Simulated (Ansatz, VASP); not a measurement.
# B4Pd in VASP and in Ansatz

```
B Pd
1.0
     3.00856    0.00000    0.00000
    -1.50428    2.60549    0.00000
     0.00000    0.00000    5.94475
B Pd
4 1
Direct
  0.00000 0.00000 0.32507
  0.00000 0.00000 0.67493
  0.33333 0.66667 0.64314
  0.33333 0.66667 0.35686
  0.33333 0.66667 0.00000
```

Alike in both runs: functional PBE; k mesh 6 × 6 × 4; occupations gaussian, width 0.1 eV; no spin polarisation.

Ansatz relaxed the structure, and its values are those at the end. VASP's run is a single point on that final structure, the one shown.

|  | VASP | Ansatz |
| --- | --- | --- |
| version | VASP 6.6.1 | Ansatz 0.2.0 |
| potentials or method | VASP PAW PBE potentials, release 64 (B, Pd), cutoff 520 eV | scalar-relativistic, plane waves, PAW |
| valence electrons in the cell | 22 | 30 |

|  | VASP | Ansatz | Ansatz less VASP |
| --- | --- | --- | --- |
| gap on the k mesh at the Fermi level (eV) | none | none | - |
| pressure (GPa) | 0.0 | 0.1 | +0.03 |
| rms of the force components (eV/Å) | 0.010 | 0.008 | -0.0012 |

A gap of «none» marks a metal or a gap that the smearing closes. VASP's potentials hold 22 valence electrons a cell and Ansatz's 30, so a difference there can come from the potentials and not from the codes.

The k mesh is coarse, so the values compare programs but aren't converged.
